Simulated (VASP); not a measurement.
# W (Im-3m) in VASP: settings compared

Aim: see how the results for W move with the level of theory and the settings. Levels: LDA, BHLYP, HSE06. Tasks: single point.

Program: VASP 6.6.1. These are calculated values, not measurements. Logs are shortened: lines on timing, memory, paths and dates and some standing lists are left out, and cuts for length are marked.

## (1) The cell of the first run

Symmetry: Im-3m, No. 229, cubic system. Conventional cell: a = 3.100 Å, b = 3.100 Å, c = 3.100 Å, α = 90.00°, β = 90.00°, γ = 90.00°. Within 3.5 Å of W (site symmetry m-3m) lie 14 W at 2.68 to 3.10 Å.

## (2) Single point, LDA (volume scaled by 0.94)

INCAR reads:

```
SYSTEM = W
PREC = Accurate
ENCUT = 520
EDIFF = 1E-7
ISMEAR = -1
SIGMA = 0.05
LREAL = .False.
LASPH = .True.
NELM = 100
ALGO = Normal
ISIF = 2
LWAVE = .False.
LCHARG = .False.
GGA = CA
NBANDS = 13
```

KPOINTS reads:

```
regular mesh
0
Gamma
  12 12 12
  0 0 0
```

POSCAR reads:

```
W
1.0
   -1.5500431812      1.5500431812      1.5500431812
    1.5500431812     -1.5500431812      1.5500431812
    1.5500431812      1.5500431812     -1.5500431812
W
1
Direct
    0.0000000000      0.0000000000      0.0000000000
```

Potentials or basis: VASP PAW LDA potentials, release 64 (W_sv).

On the command line:

```bash
> cat potpaw_LDA.64/W_sv/POTCAR > POTCAR
> mpirun -np 1 vasp_std > vasp.out
```

OUTCAR:

```text
SYSTEM = W
   PREC = Accurate
   ENCUT = 520
   EDIFF = 1E-7
   ISMEAR = -1
   LREAL = .False.
   LASPH = .True.
   NELM = 100
   ISIF = 2
   GGA = CA

 ion  position               nearest neighbor table
   1  0.000  0.000  0.000-

  LATTYP: Found a body centered cubic cell.
 ALAT       =     3.1000863624

  Lattice vectors:

 A1 = (  -1.5500431812,   1.5500431812,   1.5500431812)
 A2 = (   1.5500431812,  -1.5500431812,   1.5500431812)
 A3 = (   1.5500431812,   1.5500431812,  -1.5500431812)

Analysis of symmetry for initial positions (statically):
=====================================================================
 Subroutine PRICEL returns:
 Original cell was already a primitive cell.

 Routine SETGRP: Setting up the symmetry group for a
 body centered cubic supercell.

 Subroutine GETGRP returns: Found 48 space group operations
 (whereof 48 operations were pure point group operations)
 out of a pool of 48 trial point group operations.

The static configuration has the point symmetry O_h .

Analysis of symmetry for dynamics (positions and initial velocities):
=====================================================================
 Subroutine PRICEL returns:
 Original cell was already a primitive cell.

 Routine SETGRP: Setting up the symmetry group for a
 body centered cubic supercell.

 Subroutine GETGRP returns: Found 48 space group operations
 (whereof 48 operations were pure point group operations)
 out of a pool of 48 trial point group operations.

The dynamic configuration has the point symmetry O_h .

 Subroutine INISYM returns: Found 48 space group operations
 (whereof 48 operations are pure point group operations),
 and found     1 'primitive' translations

----------------------------------------------------------------------------------------

                                     Primitive cell

  volume of cell :      14.8967

  direct lattice vectors                    reciprocal lattice vectors
    -1.550043181  1.550043181  1.550043181     0.000000000  0.322571659  0.322571659
     1.550043181 -1.550043181  1.550043181     0.322571659  0.000000000  0.322571659
     1.550043181  1.550043181 -1.550043181     0.322571659  0.322571659  0.000000000

  length of vectors
     2.684753544  2.684753544  2.684753544     0.456185215  0.456185215  0.456185215

  position of ions in fractional coordinates (direct lattice)
     0.000000000  0.000000000  0.000000000

  ion indices of the primitive-cell ions
   primitive index   ion index
                 1           1

----------------------------------------------------------------------------------------

 KPOINTS: regular mesh

Automatic generation of k-mesh.
 Grid dimensions read from file:
 generate k-points for:   12   12   12

 Generating k-lattice:

  Cartesian coordinates                     Fractional coordinates (reciprocal lattice)
     0.000000000  0.026880972  0.026880972     0.083333333  0.000000000  0.000000000
     0.026880972  0.000000000  0.026880972     0.000000000  0.083333333  0.000000000
     0.026880972  0.026880972  0.000000000     0.000000000  0.000000000  0.083333333

  Length of vectors
     0.038015435  0.038015435  0.038015435

  Shift w.r.t. Gamma in fractional coordinates (k-lattice)
     0.000000000  0.000000000  0.000000000

 Subroutine IBZKPT returns following result:
 ===========================================

 Found     72 irreducible k-points:

 Following reciprocal coordinates:
            Coordinates               Weight
  0.000000  0.000000  0.000000      1.000000
  0.083333  0.000000  0.000000     12.000000
  0.166667  0.000000  0.000000     12.000000
  0.250000  0.000000  0.000000     12.000000
  0.333333  0.000000  0.000000     12.000000
  0.416667  0.000000  0.000000     12.000000
[... 16 lines left out ...]
  0.333333  0.083333  0.083333     24.000000
  0.416667  0.083333  0.083333     12.000000
 [... further k-points ...]
   k-points           NKPTS =     72   k-points in BZ     NKDIM =     72   number of bands    NBANDS=     13
   number of dos      NEDOS =    301   number of ions     NIONS =      1
   total plane-waves  NPLWV =   8000
   dimension x,y,z NGX =    20 NGY =   20 NGZ =   20
   dimension x,y,z NGXF=    40 NGYF=   40 NGZF=   40
   ions per type =               1
   NGX,Y,Z   is equivalent  to a cutoff of  12.38, 12.38, 12.38 a.u.
   NGXF,Y,Z  is equivalent  to a cutoff of  24.77, 24.77, 24.77 a.u.
 SYSTEM =  W
   PREC   = accura    normal or accurate (medium, high low for compatibility)
   ISTART =      0    job   : 0-new  1-cont  2-samecut
   ICHARG =      2    charge: 1-file 2-atom 10-const
   ISPIN  =      1    spin polarized calculation?
   LNONCOLLINEAR =      F non collinear calculations
   LSORBIT =      F    spin-orbit coupling
   LASPH  =      T    aspherical Exc in radial PAW
   ENCUT  =  520.0 eV  38.22 Ry    6.18 a.u.   4.99  4.99  4.99*2*pi/ulx,y,z
   NELM   =    100;   NELMIN=  2; NELMDL= -5     # of ELM steps
   EDIFF  = 0.1E-06   stopping-criterion for ELM
   LREAL  =      F    real-space projection
   EDIFFG = 0.1E-05   stopping-criterion for IOM
   NSW    =      0    number of steps for IOM
   IBRION =     -1    ionic relax: 0-MD 1-quasi-New 2-CG
   NFREE  =      0    steps in history (QN), initial steepest desc. (CG)
   ISIF   =      2    stress and relaxation
   ISYM   =      2    0-nonsym 1-usesym 2-fastsym
   POTIM  = 0.5000    time-step for ionic-motion
   TEBEG  =    0.0;   TEEND  =   0.0 temperature during run
   PSTRESS=    0.0 pullay stress
   NELECT =      14.0000    total number of electrons
   NUPDOWN=      -1.0000    fix difference up-down
   EMIN   =  10.00;   EMAX   =-10.00  energy-range for DOS
   EFERMI =   0.00;   METHOD = LEGACY
   ISMEAR =    -1;   SIGMA  =   0.05  broadening in eV -4-tet -1-fermi 0-gaus
   EFERMI_NEDOS =   21; number of points for ismear=-14 and -15
   IALGO  =     38    algorithm
   IMIX   =      4    mixing-type and parameters
     AMIX     =   0.40;   BMIX     =  1.00
     AMIX_MAG =   1.60;   BMIX_MAG =  1.00
  volume/ion in A,a.u.               =      14.90       100.53
  Fermi-wavevector in a.u.,A,eV,Ry     =   1.603567  3.030302 34.986380  2.571426
  Thomas-Fermi vector in A             =   2.700209
   LORBIT       =      0    0 simple, 1 ext, 2 COOP (PROOUT), +10 PAW based schemes
   GGA     = CA    functional components
   LHFCALC =     F    Hartree Fock is set to
   AEXX    =    0.0000 exact exchange contribution
   IVDW    =     0    specifies the selected vdW correction
   LEPSILON=     F    determine dielectric tensor
   LRPA    =     F    only Hartree local field effects (RPA)
 non-spin polarized calculation
  energy-cutoff  :      520.00
  volume of cell :       14.90
 maximum number of plane-waves:       420
   NGX =  9   NGY =  9   NGZ =  9

 number of electron      13.9999999 magnetization

 Free energy of the ion-electron system (eV)
  ---------------------------------------------------
  ext. energy  EPLUGINS =         0.00000000
  ---------------------------------------------------
  free energy    TOTEN  =       -14.08265209 eV

  energy without entropy =      -14.07798224  energy(sigma->0) =      -14.08031717

 E-fermi :  12.2711     XC(G=0): -14.1783

 val. band max:       12.2526025547   @ k =   0.4167   0.0833   0.0833
 cond. band min:      12.2760095250   @ k =   0.1667   0.0000   0.0000
 fundamental gap:      0.0234069703
 Fermi energy:        12.2711035982

 k-point     1 :       0.0000    0.0000    0.0000
  band No.  band energies     occupation
      1     -61.4055      2.00000
      2     -25.1088      2.00000
      3     -25.1088      2.00000
      4     -25.1088      2.00000
      5       2.3694      2.00000
      6      10.8903      2.00000
      7      10.8903      2.00000
      8      10.8903      2.00000
      9      14.5933      0.00000
     10      14.5933      0.00000
     11      26.9534      0.00000
     12      26.9534      0.00000
     13      26.9534      0.00000

 k-point     2 :       0.0833    0.0000    0.0000
  band No.  band energies     occupation
      1     -61.3935      2.00000
      2     -25.2265      2.00000
      3     -25.1449      2.00000
      4     -25.1096      2.00000
      5       2.7313      2.00000
      6      10.6702      2.00000
      7      10.8345      2.00000
      8      11.2434      2.00000
      9      14.2572      0.00000
     10      14.5954      0.00000
     11      27.2620      0.00000
     12      27.5624      0.00000
     13      27.8552      0.00000

 k-point     3 :       0.1667    0.0000    0.0000
  band No.  band energies     occupation
      1     -61.3604      2.00000
      2     -25.5396      2.00000
      3     -25.2423      2.00000
      4     -25.1118      2.00000
      5       3.7071      2.00000
      6      10.1200      2.00000
      7      10.5656      2.00000
      8      12.2760      0.95098
      9      13.8330      0.00000
     10      14.6403      0.00000
     11      27.8232      0.00000
     12      29.2722      0.00000
     13      29.6849      0.00000

 k-point     4 :       0.2500    0.0000    0.0000
  band No.  band energies     occupation
      1     -61.3150      2.00000
      2     -25.9489      2.00000
      3     -25.3728      2.00000
      4     -25.1149      2.00000
      5       4.9015      2.00000
      6       9.4610      2.00000
      7      10.2824      2.00000
      8      13.9026      0.00000
      9      13.9413      0.00000
     10      14.7990      0.00000
     11      27.4141      0.00000
     12      29.7010      0.00000
     13      31.8346      0.00000

 k-point     5 :       0.3333    0.0000    0.0000
  band No.  band energies     occupation
      1     -61.2693      2.00000
      2     -26.3394      2.00000
      3     -25.5004      2.00000
      4     -25.1181      2.00000
      5       5.5960      2.00000
      6       8.8808      2.00000
      7      10.8493      2.00000
      8      14.3770      0.00000
      9      15.0919      0.00000
     10      15.9449      0.00000
     11      25.8888      0.00000
     12      27.4785      0.00000
     13      34.6976      0.00000

 k-point     6 :       0.4167    0.0000    0.0000
  band No.  band energies     occupation
      1     -61.2357      2.00000
      2     -26.6147      2.00000
      3     -25.5920      2.00000
      4     -25.1206      2.00000
      5       5.6393      2.00000
      6       8.4943      2.00000
      7      12.3185      0.55894
      8      14.6621      0.00000
      9      15.4241      0.00000
     10      17.9834      0.00000
     11      24.5053      0.00000
     12      25.3168      0.00000
     13      31.4163      0.00000

 k-point     7 :       0.5000    0.0000    0.0000
  band No.  band energies     occupation
      1     -61.2233      2.00000
      2     -26.7134      2.00000
      3     -25.6252      2.00000
      4     -25.1214      2.00000
      5       5.5790      2.00000
      6       8.3597      2.00000
      7      13.3300      0.00000
      8      14.5423      0.00000
      9      15.5810      0.00000
     10      18.9803      0.00000
     11      23.9648      0.00000
     12      24.4050      0.00000
     13      29.9924      0.00000
[... 193 lines left out ...]
 k-point    20 :       0.0833    0.0833    0.0833
  band No.  band energies     occupation
      1     -61.3415      2.00000
      2     -25.7394      2.00000
      3     -25.1934      2.00000
      4     -25.1934      2.00000
      5       4.3091      2.00000
      6       9.8763      2.00000
      7       9.8763      2.00000
      8      13.4104      0.00000
      9      14.3052      0.00000
     10      14.3052      0.00000
     11      28.2332      0.00000
     12      29.7496      0.00000
     13      29.7496      0.00000

 k-point    21 :       0.1667    0.0833    0.0833
  band No.  band energies     occupation
      1     -61.3013      2.00000
      2     -26.0637      2.00000
      3     -25.3403      2.00000
      4     -25.2056      2.00000
      5       5.5278      2.00000
      6       9.2453      2.00000
      7       9.4873      2.00000
      8      14.2425      0.00000
      9      14.7770      0.00000
     10      15.3048      0.00000
     11      28.3005      0.00000
     12      29.4887      0.00000
     13      30.1683      0.00000

 k-point    22 :       0.2500    0.0833    0.0833
  band No.  band energies     occupation
      1     -61.2608      2.00000
      2     -26.3486      2.00000
      3     -25.5148      2.00000
      4     -25.2179      2.00000
      5       6.3348      2.00000
      6       8.7532      2.00000
      7       9.9203      2.00000
      8      14.5137      0.00000
      9      15.1783      0.00000
     10      17.4792      0.00000
     11      26.6521      0.00000
     12      26.9827      0.00000
     13      31.0589      0.00000

 k-point    23 :       0.3333    0.0833    0.0833
  band No.  band energies     occupation
      1     -61.2311      2.00000
      2     -26.5415      2.00000
      3     -25.6512      2.00000
      4     -25.2270      2.00000
      5       6.3778      2.00000
      6       8.4462      2.00000
      7      11.3513      2.00000
      8      14.7802      0.00000
      9      15.4955      0.00000
     10      19.4655      0.00000
     11      24.2708      0.00000
     12      25.2961      0.00000
     13      29.8568      0.00000

 k-point    24 :       0.4167    0.0833    0.0833
  band No.  band energies     occupation
      1     -61.2202      2.00000
      2     -26.6095      2.00000
      3     -25.7022      2.00000
      4     -25.2304      2.00000
      5       6.3075      2.00000
      6       8.3422      2.00000
      7      12.2526      1.18293
      8      14.8066      0.00000
      9      15.6266      0.00000
     10      20.3540      0.00000
     11      23.0849      0.00000
     12      24.7868      0.00000
     13      29.3645      0.00000

 [... further k-points ...]
[... 5 lines left out ...]
  --------------------------------------------------------------------------------------
  -------------------------------------------------------------------------------------
  Total        1.2733310      1.2733310      1.2733310      0.0000000      0.0000000      0.0000000
  in kB      136.9495143    136.9495143    136.9495143      0.0000000      0.0000000      0.0000000
  external PRESSURE =     136.9495143 kB  Pullay stress =       0.0000000 kB

 VOLUME and BASIS-vectors are now :
 -----------------------------------------------------------------------------
  energy-cutoff  :      520.00
  volume of cell :       14.90
      direct lattice vectors                 reciprocal lattice vectors
    -1.550043181  1.550043181  1.550043181     0.000000000  0.322571659  0.322571659
     1.550043181 -1.550043181  1.550043181     0.322571659  0.000000000  0.322571659
     1.550043181  1.550043181 -1.550043181     0.322571659  0.322571659  0.000000000

 POSITION                                       TOTAL-FORCE (eV/Angst)
 -----------------------------------------------------------------------------------
      0.00000      0.00000      0.00000         0.000000     -0.000000      0.000000
 -----------------------------------------------------------------------------------
    total drift:                                0.000000     -0.000000      0.000000

  FREE ENERGIE OF THE ION-ELECTRON SYSTEM (eV)
  ---------------------------------------------------
  free  energy   TOTEN  =       -14.0826520929 eV

  energy  without entropy=      -14.0779822389  energy(sigma->0) =      -14.08031717
```

Wall time 7.1 s (1 thread of Intel Xeon 6975P-C, shared host); peak memory 0.13 GiB.

What came out:

```yaml
Free_energy: -14.0827 eV
Pressure: 13.7 GPa
Band_gap_on_the_k_mesh: zero (band 7 reaches 17.88 eV, above the bottom of band 8 at 10.89 eV)
```

Caveat: spin-orbit coupling is left out, which moves the levels of the heavy elements.

(Continued in part 2 of 3.)
